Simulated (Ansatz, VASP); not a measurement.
# Cu: VASP beside Ansatz

POSCAR

```
Cu
1.0
    2.4661060199      0.0000000000      0.0000000000
   -1.2330530100      2.1357104617      0.0000000000
    0.0000000000      0.0000000000      7.8507428620
Cu
4
Direct
    0.0000000000      0.0000000000      0.0000000000
    0.3333333333      0.6666666667      0.2500000000
    0.0000000000      0.0000000000      0.5000000000
    0.6666666667      0.3333333333      0.7500000000
```

The input INCAR.step1:

```
SYSTEM = Cu
ALGO = Normal
EDIFF = 1E-4
ENCUT = 520
GGA = PE
ISMEAR = 0
LASPH = .TRUE.
LCHARG = .FALSE.
LREAL = .FALSE.
LWAVE = .TRUE.
NBANDS = 30
NELM = 80
PREC = Accurate
SIGMA = 0.15
```

The input INCAR.step2:

```
SYSTEM = Cu
ALGO = Normal
EDIFF = 1E-7
ENCUT = 520
ISIF = 2
ISMEAR = 0
ISTART = 1
LASPH = .TRUE.
LCHARG = .FALSE.
LMIXTAU = .TRUE.
LREAL = .FALSE.
LWAVE = .FALSE.
METAGGA = R2SCAN
NBANDS = 30
NELM = 80
PREC = Accurate
SIGMA = 0.15
```

The input KPOINTS:

```
k-points
0
G
  24 24 6
  0 0 0
```

Input for Ansatz:

```yaml
crystal:
  lattice:
    - [2.4661060199, 0.0, 0.0]
    - [-1.23305301, 2.1357104617, 0.0]
    - [0.0, 0.0, 7.850742862]
  atoms:
    - { symbol: Cu, position: [0.0, 0.0, 0.0] }
    - { symbol: Cu, position: [0.3333333333, 0.6666666667, 0.25] }
    - { symbol: Cu, position: [0.0, 0.0, 0.5] }
    - { symbol: Cu, position: [0.6666666667, 0.3333333333, 0.75] }
basis:
  ecutwfc: 500
kpoints:
  mp_grid: { grid: [24, 24, 6] }
hamiltonian:
  xc: r2scan
scf:
  occupations: { method: gaussian, width: 0.15 }
output:
  forces: true
  stress: true
  eigenvalues: true
```

Change from the starting cell: strain -0.025 along x and y, -0.050 along z, atoms carried along.

Alike in both runs: task single point; functional r2SCAN; k mesh 24 × 24 × 6; occupations gaussian, width 0.15 eV; no spin polarisation.

```csv
,VASP,Ansatz
version,VASP 6.6.1,Ansatz 0.2.0
potentials or method,"VASP PAW PBE potentials, release 64 (Cu), cutoff 520 eV","scalar-relativistic, plane waves, PAW"
valence electrons in the cell,44,76
```

```tsv
	VASP	Ansatz	Ansatz less VASP
gap on the k mesh at the Fermi level (eV)	none	none	-
pressure (GPa)	22.4	21.5	-0.86
traceless stress, the component that is largest in VASP (GPa)	5.09	4.99	-0.097
```

VASP's potentials were made for PBE, not for r2SCAN. A gap of «none» marks a metal or a gap that the smearing closes. VASP's potentials hold 44 valence electrons a cell and Ansatz's 76, so a difference there can come from the potentials and not from the codes.
